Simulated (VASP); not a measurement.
ZnS: single point with LDA

ZnS:

```
Zn S
1.0
     0.00000    2.69410    2.69410
     2.69410    0.00000    2.69410
     2.69410    2.69410    0.00000
Zn S
1 1
Direct
  0.25000 0.25000 0.25000
  0.00000 0.00000 0.00000
```

```yaml
Program: VASP 6.6.1
Task: single point
Functional: LDA
Potentials_or_basis: VASP PAW LDA potentials, release 64 (Zn, S)
Cutoff: 520 eV
k_mesh: 8 × 8 × 8
Occupations: gaussian, width 0.01 eV
Spin: no spin polarisation
Dipole_correction: no
Further_INCAR_settings: ALGO = Normal; EDIFF = 1e-06; NBANDS = 16
```

The pressure is -3.8 GPa and the band gap on the k mesh is 1.93 eV, direct.

Levels at points of the mesh, in eV from the valence-band top:
| k point | band 6 | band 7 | band 8 | band 9 | band 10 | band 11 | band 12 | band 13 |
| --- | --- | --- | --- | --- | --- | --- | --- | --- |
| (0.00, 0.00, 0.00) | -6.04 | 0.00 | 0.00 | 0.00 | 1.93 | 6.25 | 6.25 | 6.25 |
| (0.50, 0.00, 0.00) | -5.83 | -5.44 | -0.89 | -0.89 | 3.13 | 6.79 | 6.79 | 8.66 |
| (0.50, 0.50, 0.00) | -5.81 | -4.70 | -2.28 | -2.28 | 3.17 | 3.90 | 10.78 | 11.84 |

It took 22 s on 1 thread of Intel(R) Xeon(R) Platinum 8259CL CPU @ 2.50GHz (Skylake/Cascade Lake), with other jobs on the host, peak memory 0.14 GiB.
